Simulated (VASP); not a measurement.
# MoS2 (Cmcm) in VASP: single point with PBE

Aim: the single point of MoS2 with PBE.

Everything below comes from runs of VASP 6.6.1. Logs are shortened: lines on timing, memory, paths and dates and some standing lists are left out, and cuts for length are marked.

### 1 The cell of the first run

Symmetry: Cmcm, No. 63, orthorhombic system. Conventional cell: a = 3.186 Å, b = 5.269 Å, c = 14.510 Å, α = 90.00°, β = 90.00°, γ = 90.00°. Mo (site symmetry m2m) has 6 S at 2.35 to 2.40 Å and 6 Mo at 3.08 to 3.19 Å within 3.2 Å. S (site symmetry m) has 3 Mo at 2.35 to 2.40 Å and 7 S at 3.08 to 3.19 Å within 3.2 Å.

### 2 Single point, PBE (strain -0.0450 x Voigt [0, 1, 0, 0, 0, 0])

INCAR reads:

```
SYSTEM = MoS2
PREC = Accurate ; ENCUT = 520
EDIFF = 1E-7 ; ISMEAR = 0
SIGMA = 0.05 ; LREAL = .FALSE.
LASPH = .TRUE. ; NELM = 60
ALGO = Normal ; ISIF = 2
LWAVE = .FALSE. ; LCHARG = .FALSE.
GGA = PE ; NBANDS = 35
```

KPOINTS reads:

```
Automatic mesh
0
G
  12 12 2
  0 0 0
```

POSCAR reads:

```
MoS2
1.0
    3.1855822578      0.0000000000      0.0000000000
   -1.5927911289      2.6346493789      0.0000000000
    0.0000000000      0.0000000000     14.5104515858
Mo S
2 4
Direct
    0.3333333333      0.6666666667      0.2500000000
    0.6666666667      0.3333333333      0.7500000000
    0.3333333333      0.6666666667      0.6423151295
    0.6666666667      0.3333333333      0.1423151295
    0.3333333333      0.6666666667      0.8576848705
    0.6666666667      0.3333333333      0.3576848705
```

Potentials or basis: VASP PAW PBE potentials, release 64 (Mo_sv, S).

Run with:

```sh
cat potpaw_PBE.64/Mo_sv/POTCAR potpaw_PBE.64/S/POTCAR > POTCAR
mpirun -np 1 vasp_std > vasp.out
```

OUTCAR:

```text
SYSTEM = MoS2
   PREC = Accurate
   ENCUT = 520
   EDIFF = 1E-7
   ISMEAR = 0
   LREAL = .FALSE.
   LASPH = .TRUE.
   NELM = 60
   ISIF = 2
   GGA = PE

 ion  position               nearest neighbor table
   1  0.333  0.667  0.250-   4 2.35   6 2.35   4 2.40   6 2.40   4 2.40   6 2.40
   2  0.667  0.333  0.750-   3 2.35   5 2.35   3 2.40   5 2.40   3 2.40   5 2.40
   3  0.333  0.667  0.642-   2 2.35   2 2.40   2 2.40
   4  0.667  0.333  0.142-   1 2.35   1 2.40   1 2.40
   5  0.333  0.667  0.858-   2 2.35   2 2.40   2 2.40
   6  0.667  0.333  0.358-   1 2.35   1 2.40   1 2.40

  Warning from LATTYP: Monoclinic adjustment (A1->A3, A2->A1, A3->A2)!
  LATTYP: Found a base centered orthorhombic cell.
 ALAT       =     3.1855822578
 B/A-ratio  =     1.6541085213
 C/A-ratio  =     4.5550390514

  Lattice vectors:

 A1 = (   1.5927911289,  -2.6346493789,   0.0000000000)
 A2 = (   1.5927911289,   2.6346493789,   0.0000000000)
 A3 = (   0.0000000000,   0.0000000000,  14.5104515858)

Analysis of symmetry for initial positions (statically):
=====================================================================
 Subroutine PRICEL returns:
 Original cell was already a primitive cell.

 Routine SETGRP: Setting up the symmetry group for a
 base centered orthorhombic supercell.

 Subroutine GETGRP returns: Found  8 space group operations
 (whereof  4 operations were pure point group operations)
 out of a pool of  8 trial point group operations.

The static configuration has the point symmetry C_2h.
 The point group associated with its full space group is D_2h.

Analysis of symmetry for dynamics (positions and initial velocities):
=====================================================================
 Subroutine PRICEL returns:
 Original cell was already a primitive cell.

 Routine SETGRP: Setting up the symmetry group for a
 base centered orthorhombic supercell.

 Subroutine GETGRP returns: Found  8 space group operations
 (whereof  4 operations were pure point group operations)
 out of a pool of  8 trial point group operations.

The dynamic configuration has the point symmetry C_2h.
 The point group associated with its full space group is D_2h.

 Subroutine INISYM returns: Found  8 space group operations
 (whereof  4 operations are pure point group operations),
 and found     1 'primitive' translations

----------------------------------------------------------------------------------------

                                     Primitive cell

  volume of cell :     121.7847

  direct lattice vectors                    reciprocal lattice vectors
     3.185582258  0.000000000  0.000000000     0.313914355  0.189778573  0.000000000
    -1.592791129  2.634649379  0.000000000     0.000000000  0.379557146  0.000000000
     0.000000000  0.000000000 14.510451586     0.000000000  0.000000000  0.068915843

  length of vectors
     3.185582258  3.078694680 14.510451586     0.366821659  0.379557146  0.068915843

  position of ions in fractional coordinates (direct lattice)
     0.333333333  0.666666667  0.250000000
     0.666666667  0.333333333  0.750000000
     0.333333333  0.666666667  0.642315129
     0.666666667  0.333333333  0.142315129
     0.333333333  0.666666667  0.857684871
     0.666666667  0.333333333  0.357684871

  ion indices of the primitive-cell ions
   primitive index   ion index
                 1           1
                 2           2
                 3           3
                 4           4
                 5           5
                 6           6

----------------------------------------------------------------------------------------

 KPOINTS: Automatic mesh

Automatic generation of k-mesh.
 Grid dimensions read from file:
 generate k-points for:   12   12    2

 Generating k-lattice:

  Cartesian coordinates                     Fractional coordinates (reciprocal lattice)
     0.026159530  0.015814881  0.000000000     0.083333333  0.000000000  0.000000000
     0.000000000  0.031629762  0.000000000     0.000000000  0.083333333  0.000000000
     0.000000000  0.000000000  0.034457921     0.000000000  0.000000000  0.500000000

  Length of vectors
     0.030568472  0.031629762  0.034457921

  Shift w.r.t. Gamma in fractional coordinates (k-lattice)
     0.000000000  0.000000000  0.000000000

 Subroutine IBZKPT returns following result:
 ===========================================

 Found     86 irreducible k-points:

 Following reciprocal coordinates:
            Coordinates               Weight
  0.000000  0.000000  0.000000      1.000000
  0.083333 -0.000000  0.000000      4.000000
  0.166667  0.000000  0.000000      4.000000
  0.250000 -0.000000  0.000000      4.000000
  0.333333 -0.000000  0.000000      4.000000
  0.416667  0.000000  0.000000      4.000000
[... 16 lines left out ...]
  0.333333  0.166667  0.000000      4.000000
  0.416667  0.166667  0.000000      4.000000
 [... further k-points ...]
   k-points           NKPTS =     86   k-points in BZ     NKDIM =     86   number of bands    NBANDS=     35
   number of dos      NEDOS =    301   number of ions     NIONS =      6
   total plane-waves  NPLWV =  62208
   dimension x,y,z NGX =    24 NGY =   24 NGZ =  108
   dimension x,y,z NGXF=    48 NGYF=   48 NGZF=  216
   ions per type =               2   4
   NGX,Y,Z   is equivalent  to a cutoff of  12.52, 12.96, 12.37 a.u.
   NGXF,Y,Z  is equivalent  to a cutoff of  25.05, 25.92, 24.75 a.u.
 SYSTEM =  MoS2
   PREC   = accura    normal or accurate (medium, high low for compatibility)
   ISTART =      0    job   : 0-new  1-cont  2-samecut
   ICHARG =      2    charge: 1-file 2-atom 10-const
   ISPIN  =      1    spin polarized calculation?
   LNONCOLLINEAR =      F non collinear calculations
   LSORBIT =      F    spin-orbit coupling
   LASPH  =      T    aspherical Exc in radial PAW
   ENCUT  =  520.0 eV  38.22 Ry    6.18 a.u.   5.92  5.72 26.98*2*pi/ulx,y,z
   NELM   =     60;   NELMIN=  2; NELMDL= -5     # of ELM steps
   EDIFF  = 0.1E-06   stopping-criterion for ELM
   LREAL  =      F    real-space projection
   EDIFFG = 0.1E-05   stopping-criterion for IOM
   NSW    =      0    number of steps for IOM
   IBRION =     -1    ionic relax: 0-MD 1-quasi-New 2-CG
   NFREE  =      0    steps in history (QN), initial steepest desc. (CG)
   ISIF   =      2    stress and relaxation
   ISYM   =      2    0-nonsym 1-usesym 2-fastsym
   POTIM  = 0.5000    time-step for ionic-motion
   TEBEG  =    0.0;   TEEND  =   0.0 temperature during run
   PSTRESS=    0.0 pullay stress
   NELECT =      52.0000    total number of electrons
   NUPDOWN=      -1.0000    fix difference up-down
   EMIN   =  10.00;   EMAX   =-10.00  energy-range for DOS
   EFERMI =   0.00;   METHOD = LEGACY
   ISMEAR =     0;   SIGMA  =   0.05  broadening in eV -4-tet -1-fermi 0-gaus
   EFERMI_NEDOS =   21; number of points for ismear=-14 and -15
   IALGO  =     38    algorithm
   IMIX   =      4    mixing-type and parameters
     AMIX     =   0.40;   BMIX     =  1.00
     AMIX_MAG =   1.60;   BMIX_MAG =  1.00
  volume/ion in A,a.u.               =      20.30       136.97
  Fermi-wavevector in a.u.,A,eV,Ry     =   1.232760  2.329578 20.676725  1.519696
  Thomas-Fermi vector in A             =   2.367517
   LORBIT       =      0    0 simple, 1 ext, 2 COOP (PROOUT), +10 PAW based schemes
   GGA     = PE    functional components
   LHFCALC =     F    Hartree Fock is set to
   AEXX    =    0.0000 exact exchange contribution
   IVDW    =     0    specifies the selected vdW correction
   LEPSILON=     F    determine dielectric tensor
   LRPA    =     F    only Hartree local field effects (RPA)
 non-spin polarized calculation
 Gauss-broadening in eV      SIGMA  =   0.05
  energy-cutoff  :      520.00
  volume of cell :      121.78
 maximum number of plane-waves:      3307
   NGX = 11   NGY = 11   NGZ = 53

 number of electron      52.0000002 magnetization

 Free energy of the ion-electron system (eV)
  ---------------------------------------------------
  ext. energy  EPLUGINS =         0.00000000
  ---------------------------------------------------
  free energy    TOTEN  =       -43.52803084 eV

  energy without entropy =      -43.52803084  energy(sigma->0) =      -43.52803084

 E-fermi :   5.7326     XC(G=0):  -9.7812

 val. band max:        5.3592517339   @ k =   0.0000   0.0000   0.0000
 cond. band min:       7.0496918971   @ k =  -0.3333   0.1667   0.0000
 fundamental gap:      1.6904401632
 Fermi energy:         5.7325972318

 k-point     1 :       0.0000    0.0000    0.0000
  band No.  band energies     occupation
      1     -55.4961      2.00000
      2     -55.4961      2.00000
      3     -29.6946      2.00000
      4     -29.6946      2.00000
      5     -29.4342      2.00000
      6     -29.4342      2.00000
[... 27 lines left out ...]
     34       8.6741      0.00000
     35      11.5291      0.00000

 k-point     2 :       0.0833   -0.0000    0.0000
  band No.  band energies     occupation
      1     -55.4929      2.00000
      2     -55.4929      2.00000
      3     -29.6884      2.00000
      4     -29.6884      2.00000
      5     -29.4587      2.00000
      6     -29.4587      2.00000
[... 27 lines left out ...]
     34       8.5571      0.00000
     35      11.9102      0.00000

 k-point     3 :       0.1667    0.0000    0.0000
  band No.  band energies     occupation
      1     -55.4842      2.00000
      2     -55.4842      2.00000
      3     -29.6716      2.00000
      4     -29.6716      2.00000
      5     -29.5360      2.00000
      6     -29.5360      2.00000
[... 27 lines left out ...]
     34       8.9454      0.00000
     35      12.3893      0.00000
[... 723 lines left out ...]
 k-point    23 :       0.3333    0.1667    0.0000
  band No.  band energies     occupation
      1     -55.4458      2.00000
      2     -55.4457      2.00000
      3     -29.8221      2.00000
      4     -29.8221      2.00000
      5     -29.5987      2.00000
      6     -29.5987      2.00000
[... 27 lines left out ...]
     34      10.1910      0.00000
     35      12.2703      0.00000

 k-point    24 :       0.4167    0.1667    0.0000
  band No.  band energies     occupation
      1     -55.4442      2.00000
      2     -55.4442      2.00000
      3     -29.8322      2.00000
      4     -29.8322      2.00000
      5     -29.5951      2.00000
      6     -29.5951      2.00000
[... 27 lines left out ...]
     34      10.1404      0.00000
     35      11.8466      0.00000

 [... further k-points ...]

------------------------ aborting loop because EDIFF is reached ----------------------------------------

  FORCE on cell =-STRESS in cart. coord.  units (eV):
  Direction    XX          YY          ZZ          XY          YZ          ZX
  --------------------------------------------------------------------------------------
  -------------------------------------------------------------------------------------
  Total        2.4941685      8.3860704      2.9005682      0.0000000      0.0000000      0.0000000
  in kB       32.8128385    110.3256528     38.1593598      0.0000000      0.0000000      0.0000000
  external PRESSURE =      60.4326170 kB  Pullay stress =       0.0000000 kB

 VOLUME and BASIS-vectors are now :
 -----------------------------------------------------------------------------
  energy-cutoff  :      520.00
  volume of cell :      121.78
      direct lattice vectors                 reciprocal lattice vectors
     3.185582258  0.000000000  0.000000000     0.313914355  0.189778573  0.000000000
    -1.592791129  2.634649379  0.000000000     0.000000000  0.379557146  0.000000000
     0.000000000  0.000000000 14.510451586     0.000000000  0.000000000  0.068915843

 POSITION                                       TOTAL-FORCE (eV/Angst)
 -----------------------------------------------------------------------------------
     -0.00000      1.75643      3.62761         0.000000     -0.381644     -0.000000
      1.59279      0.87822     10.88284        -0.000000      0.381644     -0.000000
     -0.00000      1.75643      9.32028         0.000000     -0.190908     -0.463304
      1.59279      0.87822      2.06506        -0.000000      0.190908     -0.463304
     -0.00000      1.75643     12.44539         0.000000     -0.190908      0.463304
      1.59279      0.87822      5.19017        -0.000000      0.190908      0.463304
 -----------------------------------------------------------------------------------
    total drift:                                0.000000     -0.000000      0.000000

  FREE ENERGIE OF THE ION-ELECTRON SYSTEM (eV)
  ---------------------------------------------------
  free  energy   TOTEN  =       -43.5280308381 eV

  energy  without entropy=      -43.5280308381  energy(sigma->0) =      -43.52803084
```

It took 9.4 min on 1 thread of Intel Xeon 8259CL, shared host; peak memory 0.43 GiB.

Results:

```
Free energy            : -43.5280 eV
Pressure               : 6.0 GPa
Largest force          : 0.501 eV/Å
Band gap on the k mesh : 1.69 eV (least direct gap 1.89 eV)
```

Forces in eV/Å, atoms in the order of the input:
```
Mo   0.000 -0.382  0.000
Mo   0.000  0.382  0.000
S    0.000 -0.191 -0.463
S    0.000  0.191 -0.463
S    0.000 -0.191  0.463
S    0.000  0.191  0.463
```

Stress tensor (GPa, compression positive):
```
 3.28  0.00  0.00
 0.00 11.03  0.00
 0.00  0.00  3.82
```

Caveat: the cell differs from its parent crystal (strain -0.0450 x Voigt [0, 1, 0, 0, 0, 0]); the stress differs along the axes, from 3 to 11 GPa; this functional lacks dispersion, which binds layers or chains, so the pressure and a relaxed spacing across them are unreliable. A k mesh can miss the band edges.
